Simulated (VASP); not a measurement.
# ZrC (P6_3/mmc) in VASP: a series of runs

Runs on ZrC. Level: LDA. Tasks: single point.

All numbers are computed with VASP 6.6.1; they aren't measurements. Logs are shortened: lines on timing, memory, paths and dates and some standing lists are left out, and cuts for length are marked.

## 1. The cell of the first run

The structure is hexagonal, space group P6_3/mmc (No. 194). The conventional cell has a = 3.346 Å, b = 3.346 Å, c = 5.219 Å, α = 90.00°, β = 90.00°, γ = 120.00°. Within 3.1 Å of Zr (site symmetry -6m2) lie 6 C at 2.33 Å. Within 3.1 Å of C (site symmetry -3m) lie 6 Zr at 2.33 Å and 2 C at 2.61 Å.

## 2. Single point, LDA

Input file INCAR:

```
SYSTEM = ZrC
ALGO = Normal ; EDIFF = 1E-7
ENCUT = 520 ; GGA = CA
ISIF = 2 ; ISMEAR = -1
LASPH = .TRUE. ; LCHARG = .FALSE.
LREAL = .FALSE. ; LWAVE = .FALSE.
NBANDS = 24 ; NELM = 100
PREC = Accurate ; SIGMA = 0.05
```

Input file KPOINTS:

```
k-points
0
G
  9 9 5
  0 0 0
```

Input file POSCAR:

```
ZrC
1.0
    3.3456398925      0.0000000000      0.0000000000
   -1.6728199463      2.8974091388      0.0000000000
    0.0000000000      0.0000000000      5.2185570330
Zr C
2 2
Direct
    0.6666666667      0.3333333333      0.7500000000
    0.3333333333      0.6666666667      0.2500000000
    0.0000000000      0.0000000000      0.5000000000
    0.0000000000      0.0000000000      0.0000000000
```

Potentials or basis: VASP PAW LDA potentials, release 64 (Zr_sv, C).

Started as:

```bash
> cat potpaw_LDA.64/Zr_sv/POTCAR potpaw_LDA.64/C/POTCAR > POTCAR
> mpirun -np 1 vasp_std > vasp.out
```

OUTCAR:

```text
SYSTEM = ZrC
   EDIFF = 1E-7
   ENCUT = 520
   GGA = CA
   ISIF = 2
   ISMEAR = -1
   LASPH = .TRUE.
   LREAL = .FALSE.
   NELM = 100
   PREC = Accurate

 ion  position               nearest neighbor table
   1  0.667  0.333  0.750-   3 2.33   4 2.33   3 2.33   4 2.33   3 2.33   4 2.33   2 3.25   2 3.25
                             2 3.25   2 3.25   2 3.25   2 3.25
   2  0.333  0.667  0.250-   3 2.33   4 2.33   3 2.33   4 2.33   3 2.33   4 2.33   1 3.25   1 3.25
                             1 3.25   1 3.25   1 3.25   1 3.25
   3  0.000  0.000  0.500-   1 2.33   2 2.33   1 2.33   2 2.33   1 2.33   2 2.33
   4  0.000  0.000  0.000-   1 2.33   2 2.33   1 2.33   2 2.33   1 2.33   2 2.33

  LATTYP: Found a hexagonal cell.
 ALAT       =     3.3456398925
 C/A-ratio  =     1.5598083478

  Lattice vectors:

 A1 = (   3.3456398925,   0.0000000000,   0.0000000000)
 A2 = (  -1.6728199463,   2.8974091388,   0.0000000000)
 A3 = (   0.0000000000,   0.0000000000,   5.2185570330)

Analysis of symmetry for initial positions (statically):
=====================================================================
 Subroutine PRICEL returns:
 Original cell was already a primitive cell.

 Routine SETGRP: Setting up the symmetry group for a
 hexagonal supercell.

 Subroutine GETGRP returns: Found 24 space group operations
 (whereof 12 operations were pure point group operations)
 out of a pool of 24 trial point group operations.

The static configuration has the point symmetry D_3d.
 The point group associated with its full space group is D_6h.

Analysis of symmetry for dynamics (positions and initial velocities):
=====================================================================
 Subroutine PRICEL returns:
 Original cell was already a primitive cell.

 Routine SETGRP: Setting up the symmetry group for a
 hexagonal supercell.

 Subroutine GETGRP returns: Found 24 space group operations
 (whereof 12 operations were pure point group operations)
 out of a pool of 24 trial point group operations.

The dynamic configuration has the point symmetry D_3d.
 The point group associated with its full space group is D_6h.

 Subroutine INISYM returns: Found 24 space group operations
 (whereof 12 operations are pure point group operations),
 and found     1 'primitive' translations

----------------------------------------------------------------------------------------

                                     Primitive cell

  volume of cell :      50.5871

  direct lattice vectors                    reciprocal lattice vectors
     3.345639892  0.000000000  0.000000000     0.298896484  0.172567965  0.000000000
    -1.672819946  2.897409139  0.000000000     0.000000000  0.345135931  0.000000000
     0.000000000  0.000000000  5.218557033     0.000000000  0.000000000  0.191623852

  length of vectors
     3.345639892  3.345639893  5.218557033     0.345135931  0.345135931  0.191623852

  position of ions in fractional coordinates (direct lattice)
     0.666666667  0.333333333  0.750000000
     0.333333333  0.666666667  0.250000000
     0.000000000  0.000000000  0.500000000
     0.000000000  0.000000000  0.000000000

  ion indices of the primitive-cell ions
   primitive index   ion index
                 1           1
                 2           2
                 3           3
                 4           4

----------------------------------------------------------------------------------------

 KPOINTS: k-points

Automatic generation of k-mesh.
 Grid dimensions read from file:
 generate k-points for:    9    9    5

 Generating k-lattice:

  Cartesian coordinates                     Fractional coordinates (reciprocal lattice)
     0.033210720  0.019174218  0.000000000     0.111111111  0.000000000  0.000000000
     0.000000000  0.038348437  0.000000000     0.000000000  0.111111111  0.000000000
     0.000000000  0.000000000  0.038324770     0.000000000  0.000000000  0.200000000

  Length of vectors
     0.038348437  0.038348437  0.038324770

  Shift w.r.t. Gamma in fractional coordinates (k-lattice)
     0.000000000  0.000000000  0.000000000

 Subroutine IBZKPT returns following result:
 ===========================================

 Found     36 irreducible k-points:

 Following reciprocal coordinates:
            Coordinates               Weight
  0.000000  0.000000  0.000000      1.000000
  0.111111 -0.000000  0.000000      6.000000
  0.222222 -0.000000  0.000000      6.000000
  0.333333  0.000000  0.000000      6.000000
  0.444444 -0.000000  0.000000      6.000000
  0.111111  0.111111  0.000000      6.000000
[... 16 lines left out ...]
  0.333333  0.222222  0.200000     24.000000
  0.333333  0.333333  0.200000      4.000000
 [... further k-points ...]
   k-points           NKPTS =     36   k-points in BZ     NKDIM =     36   number of bands    NBANDS=     24
   number of dos      NEDOS =    301   number of ions     NIONS =      4
   total plane-waves  NPLWV =  31360
   dimension x,y,z NGX =    28 NGY =   28 NGZ =   40
   dimension x,y,z NGXF=    56 NGYF=   56 NGZF=   80
   ions per type =               2   2
   NGX,Y,Z   is equivalent  to a cutoff of  13.91, 13.91, 12.74 a.u.
   NGXF,Y,Z  is equivalent  to a cutoff of  27.83, 27.83, 25.49 a.u.
 SYSTEM =  ZrC
   PREC   = accura    normal or accurate (medium, high low for compatibility)
   ISTART =      0    job   : 0-new  1-cont  2-samecut
   ICHARG =      2    charge: 1-file 2-atom 10-const
   ISPIN  =      1    spin polarized calculation?
   LNONCOLLINEAR =      F non collinear calculations
   LSORBIT =      F    spin-orbit coupling
   LASPH  =      T    aspherical Exc in radial PAW
   ENCUT  =  520.0 eV  38.22 Ry    6.18 a.u.   6.22  6.22  9.70*2*pi/ulx,y,z
   NELM   =    100;   NELMIN=  2; NELMDL= -5     # of ELM steps
   EDIFF  = 0.1E-06   stopping-criterion for ELM
   LREAL  =      F    real-space projection
   EDIFFG = 0.1E-05   stopping-criterion for IOM
   NSW    =      0    number of steps for IOM
   IBRION =     -1    ionic relax: 0-MD 1-quasi-New 2-CG
   NFREE  =      0    steps in history (QN), initial steepest desc. (CG)
   ISIF   =      2    stress and relaxation
   ISYM   =      2    0-nonsym 1-usesym 2-fastsym
   POTIM  = 0.5000    time-step for ionic-motion
   TEBEG  =    0.0;   TEEND  =   0.0 temperature during run
   PSTRESS=    0.0 pullay stress
   NELECT =      32.0000    total number of electrons
   NUPDOWN=      -1.0000    fix difference up-down
   EMIN   =  10.00;   EMAX   =-10.00  energy-range for DOS
   EFERMI =   0.00;   METHOD = LEGACY
   ISMEAR =    -1;   SIGMA  =   0.05  broadening in eV -4-tet -1-fermi 0-gaus
   EFERMI_NEDOS =   21; number of points for ismear=-14 and -15
   IALGO  =     38    algorithm
   IMIX   =      4    mixing-type and parameters
     AMIX     =   0.40;   BMIX     =  1.00
     AMIX_MAG =   1.60;   BMIX_MAG =  1.00
  volume/ion in A,a.u.               =      12.65        85.34
  Fermi-wavevector in a.u.,A,eV,Ry     =   1.405330  2.655689 26.870862  1.974953
  Thomas-Fermi vector in A             =   2.527802
   LORBIT       =      0    0 simple, 1 ext, 2 COOP (PROOUT), +10 PAW based schemes
   GGA     = CA    functional components
   LHFCALC =     F    Hartree Fock is set to
   AEXX    =    0.0000 exact exchange contribution
   IVDW    =     0    specifies the selected vdW correction
   LEPSILON=     F    determine dielectric tensor
   LRPA    =     F    only Hartree local field effects (RPA)
 non-spin polarized calculation
  energy-cutoff  :      520.00
  volume of cell :       50.59
 maximum number of plane-waves:      1387
 NGX is ok and might be reduce to    28
   NGX = 13   NGY = 13   NGZ = 19

 number of electron      32.0000000 magnetization

 Free energy of the ion-electron system (eV)
  ---------------------------------------------------
  ext. energy  EPLUGINS =         0.00000000
  ---------------------------------------------------
  free energy    TOTEN  =       -41.89852794 eV

  energy without entropy =      -41.89204474  energy(sigma->0) =      -41.89528634

 E-fermi :  10.0277     XC(G=0): -12.4819

 val. band max:       10.0066347448   @ k =   0.2222   0.2222   0.2000
 cond. band min:      10.0502161629   @ k =   0.1111   0.1111   0.2000
 fundamental gap:      0.0435814181
 Fermi energy:        10.0277331968

 k-point     1 :       0.0000    0.0000    0.0000
  band No.  band energies     occupation
      1     -37.8665      2.00000
      2     -37.7269      2.00000
      3     -16.6742      2.00000
      4     -15.8572      2.00000
      5     -15.8572      2.00000
      6     -15.7449      2.00000
[... 16 lines left out ...]
     23      14.7225      0.00000
     24      17.7607      0.00000

 k-point     2 :       0.1111   -0.0000    0.0000
  band No.  band energies     occupation
      1     -37.8550      2.00000
      2     -37.7228      2.00000
      3     -16.6335      2.00000
      4     -15.9418      2.00000
      5     -15.8892      2.00000
      6     -15.8215      2.00000
[... 16 lines left out ...]
     23      15.3034      0.00000
     24      17.3070      0.00000

 k-point     3 :       0.2222   -0.0000    0.0000
  band No.  band energies     occupation
      1     -37.8249      2.00000
      2     -37.7137      2.00000
      3     -16.5214      2.00000
      4     -16.1579      2.00000
      5     -16.0021      2.00000
      6     -15.9600      2.00000
[... 16 lines left out ...]
     23      16.0949      0.00000
     24      16.1758      0.00000
[... 514 lines left out ...]
 k-point    23 :       0.3333    0.2222    0.2000
  band No.  band energies     occupation
      1     -37.7384      2.00000
      2     -37.7127      2.00000
      3     -16.5051      2.00000
      4     -16.3626      2.00000
      5     -16.2274      2.00000
      6     -16.0538      2.00000
[... 16 lines left out ...]
     23      16.7099      0.00000
     24      17.0128      0.00000

 k-point    24 :       0.3333    0.3333    0.2000
  band No.  band energies     occupation
      1     -37.7216      2.00000
      2     -37.7216      2.00000
      3     -16.4663      2.00000
      4     -16.3127      2.00000
      5     -16.3127      2.00000
      6     -16.1354      2.00000
[... 16 lines left out ...]
     23      17.6214      0.00000
     24      17.6215      0.00000

 [... further k-points ...]
[... 5 lines left out ...]
  --------------------------------------------------------------------------------------
  -------------------------------------------------------------------------------------
  Total       -0.9522729     -0.9522729     -0.3987354      0.0000000      0.0000000     -0.0000000
  in kB      -30.1600832    -30.1600832    -12.6286205      0.0000000      0.0000000     -0.0000000
  external PRESSURE =     -24.3162623 kB  Pullay stress =       0.0000000 kB

 VOLUME and BASIS-vectors are now :
 -----------------------------------------------------------------------------
  energy-cutoff  :      520.00
  volume of cell :       50.59
      direct lattice vectors                 reciprocal lattice vectors
     3.345639892  0.000000000  0.000000000     0.298896484  0.172567965  0.000000000
    -1.672819946  2.897409139  0.000000000     0.000000000  0.345135931  0.000000000
     0.000000000  0.000000000  5.218557033     0.000000000  0.000000000  0.191623852

 POSITION                                       TOTAL-FORCE (eV/Angst)
 -----------------------------------------------------------------------------------
      1.67282      0.96580      3.91392        -0.000000      0.000000      0.000000
     -0.00000      1.93161      1.30464         0.000000     -0.000000      0.000000
      0.00000      0.00000      2.60928         0.000000      0.000000      0.000000
      0.00000      0.00000      0.00000         0.000000      0.000000      0.000000
 -----------------------------------------------------------------------------------
    total drift:                               -0.000000      0.000000     -0.000000

  FREE ENERGIE OF THE ION-ELECTRON SYSTEM (eV)
  ---------------------------------------------------
  free  energy   TOTEN  =       -41.8985279408 eV

  energy  without entropy=      -41.8920447414  energy(sigma->0) =      -41.89528634
```

Wall time 22 s (1 thread of Intel Xeon 6975P-C (Granite Rapids), shared host); peak memory 0.16 GiB.

Results:

```
Free energy            : -41.8985 eV
Pressure               : -2.4 GPa
Band gap on the k mesh : zero (band 16 reaches 10.98 eV, above the bottom of band 17 at 10.01 eV)
```

## 3. Single point, LDA

This run uses another cell than the first one, of 12.91 Å³/atom, 1.021 times its volume.

Input file INCAR:

```
SYSTEM = ZrC
PREC = Accurate
ENCUT = 520
EDIFF = 1E-6
ISMEAR = -1
SIGMA = 0.05
LREAL = .False.
LASPH = .True.
NELM = 80
ALGO = Normal
ISIF = 2
LWAVE = .False.
LCHARG = .False.
GGA = CA
NBANDS = 24
```

Input file KPOINTS:

```
regular mesh
0
Gamma
  9 9 5
  0 0 0
```

Input file POSCAR:

```
ZrC
1.0
    3.3687140002      0.0000000000      0.0000000000
   -1.6843570001      2.9173919023      0.0000000000
    0.0000000000      0.0000000000      5.2545482188
Zr C
2 2
Direct
    0.6666666667      0.3333333333      0.7500000000
    0.3333333333      0.6666666667      0.2500000000
    0.0000000000      0.0000000000      0.5000000000
    0.0000000000      0.0000000000      0.0000000000
```

Potentials or basis: VASP PAW LDA potentials, release 64 (Zr_sv, C).

Started as:

```bash
> cat potpaw_LDA.64/Zr_sv/POTCAR potpaw_LDA.64/C/POTCAR > POTCAR
> mpirun -np 1 vasp_std > vasp.out
```

OUTCAR:

```text
SYSTEM = ZrC
   PREC = Accurate
   ENCUT = 520
   EDIFF = 1E-6
   ISMEAR = -1
   LREAL = .False.
   LASPH = .True.
   NELM = 80
   ISIF = 2
   GGA = CA

 ion  position               nearest neighbor table
   1  0.667  0.333  0.750-   3 2.35   4 2.35   3 2.35   4 2.35   3 2.35   4 2.35   2 3.27   2 3.27
                             2 3.27   2 3.27   2 3.27   2 3.27
   2  0.333  0.667  0.250-   3 2.35   4 2.35   3 2.35   4 2.35   3 2.35   4 2.35   1 3.27   1 3.27
                             1 3.27   1 3.27   1 3.27   1 3.27
   3  0.000  0.000  0.500-   1 2.35   2 2.35   1 2.35   2 2.35   1 2.35   2 2.35
   4  0.000  0.000  0.000-   1 2.35   2 2.35   1 2.35   2 2.35   1 2.35   2 2.35

  LATTYP: Found a hexagonal cell.
 ALAT       =     3.3687140002
 C/A-ratio  =     1.5598083478

  Lattice vectors:

 A1 = (   3.3687140002,   0.0000000000,   0.0000000000)
 A2 = (  -1.6843570001,   2.9173919023,   0.0000000000)
 A3 = (   0.0000000000,   0.0000000000,   5.2545482188)

Analysis of symmetry for initial positions (statically):
=====================================================================
 Subroutine PRICEL returns:
 Original cell was already a primitive cell.

 Routine SETGRP: Setting up the symmetry group for a
 hexagonal supercell.

 Subroutine GETGRP returns: Found 24 space group operations
 (whereof 12 operations were pure point group operations)
 out of a pool of 24 trial point group operations.

The static configuration has the point symmetry D_3d.
 The point group associated with its full space group is D_6h.

Analysis of symmetry for dynamics (positions and initial velocities):
=====================================================================
 Subroutine PRICEL returns:
 Original cell was already a primitive cell.

 Routine SETGRP: Setting up the symmetry group for a
 hexagonal supercell.

 Subroutine GETGRP returns: Found 24 space group operations
 (whereof 12 operations were pure point group operations)
 out of a pool of 24 trial point group operations.

The dynamic configuration has the point symmetry D_3d.
[... 119 lines left out ...]
   ISMEAR =    -1;   SIGMA  =   0.05  broadening in eV -4-tet -1-fermi 0-gaus
   EFERMI_NEDOS =   21; number of points for ismear=-14 and -15
   IALGO  =     38    algorithm
   IMIX   =      4    mixing-type and parameters
     AMIX     =   0.40;   BMIX     =  1.00
     AMIX_MAG =   1.60;   BMIX_MAG =  1.00
  volume/ion in A,a.u.               =      12.91        87.12
  Fermi-wavevector in a.u.,A,eV,Ry     =   1.395704  2.637499 26.504017  1.947990
  Thomas-Fermi vector in A             =   2.519130
   LORBIT       =      0    0 simple, 1 ext, 2 COOP (PROOUT), +10 PAW based schemes
   GGA     = CA    functional components
   LHFCALC =     F    Hartree Fock is set to
   AEXX    =    0.0000 exact exchange contribution
   IVDW    =     0    specifies the selected vdW correction
   LEPSILON=     F    determine dielectric tensor
   LRPA    =     F    only Hartree local field effects (RPA)
 non-spin polarized calculation
  energy-cutoff  :      520.00
  volume of cell :       51.64
 maximum number of plane-waves:      1411
 NGX is ok and might be reduce to    28
   NGX = 13   NGY = 13   NGZ = 19

 number of electron      32.0000001 magnetization

 Free energy of the ion-electron system (eV)
  ---------------------------------------------------
  ext. energy  EPLUGINS =         0.00000000
  ---------------------------------------------------
  free energy    TOTEN  =       -41.86773910 eV

  energy without entropy =      -41.86131547  energy(sigma->0) =      -41.86452729

 E-fermi :   9.7947     XC(G=0): -12.3814

 val. band max:        9.7668116469   @ k =   0.2222   0.2222   0.2000
 cond. band min:       9.8241026518   @ k =   0.1111   0.1111   0.2000
 fundamental gap:      0.0572910050
 Fermi energy:         9.7946695893

 k-point     1 :       0.0000    0.0000    0.0000
  band No.  band energies     occupation
      1     -38.1819      2.00000
      2     -38.0545      2.00000
      3     -16.9376      2.00000
      4     -16.1797      2.00000
      5     -16.1797      2.00000
      6     -16.0739      2.00000
[... 637 lines left out ...]
     23      17.1904      0.00000
     24      17.1904      0.00000

 [... further k-points ...]
[... 5 lines left out ...]
  --------------------------------------------------------------------------------------
  -------------------------------------------------------------------------------------
  Total       -2.4737916     -2.4737916     -1.8617764      0.0000000      0.0000000     -0.0000000
  in kB      -76.7501804    -76.7501804    -57.7622097      0.0000000      0.0000000     -0.0000000
  external PRESSURE =     -70.4208568 kB  Pullay stress =       0.0000000 kB

 VOLUME and BASIS-vectors are now :
 -----------------------------------------------------------------------------
  energy-cutoff  :      520.00
  volume of cell :       51.64
      direct lattice vectors                 reciprocal lattice vectors
     3.368714000  0.000000000  0.000000000     0.296849183  0.171385956  0.000000000
    -1.684357000  2.917391902  0.000000000     0.000000000  0.342771912  0.000000000
     0.000000000  0.000000000  5.254548219     0.000000000  0.000000000  0.190311319

 POSITION                                       TOTAL-FORCE (eV/Angst)
 -----------------------------------------------------------------------------------
      1.68436      0.97246      3.94091         0.000000      0.000000      0.000000
     -0.00000      1.94493      1.31364        -0.000000      0.000000      0.000000
      0.00000      0.00000      2.62727        -0.000000      0.000000      0.000000
      0.00000      0.00000      0.00000        -0.000000      0.000000      0.000000
 -----------------------------------------------------------------------------------
    total drift:                               -0.000000      0.000000     -0.000000

  FREE ENERGIE OF THE ION-ELECTRON SYSTEM (eV)
  ---------------------------------------------------
  free  energy   TOTEN  =       -41.8677391013 eV

  energy  without entropy=      -41.8613154691  energy(sigma->0) =      -41.86452729
```

Wall time 20 s (1 thread of Intel Xeon 6975P-C (Granite Rapids), shared host); peak memory 0.16 GiB.

Results:

| Quantity | Value |
| --- | --- |
| Free energy | -41.8677 eV |
| Pressure | -7.0 GPa |
| Band gap on the k mesh | zero (band 16 reaches 10.73 eV, above the bottom of band 17 at 9.77 eV) |

Levels at points of the mesh, in eV from the Fermi level:
```
           k point  band 12  band 13  band 14  band 15  band 16  band 17  band 18  band 19  band 20  band 21
(0.00, 0.00, 0.00)    -2.84    -2.84    -1.10    -1.10     0.94     1.24     1.24     1.66     1.66     2.37
```
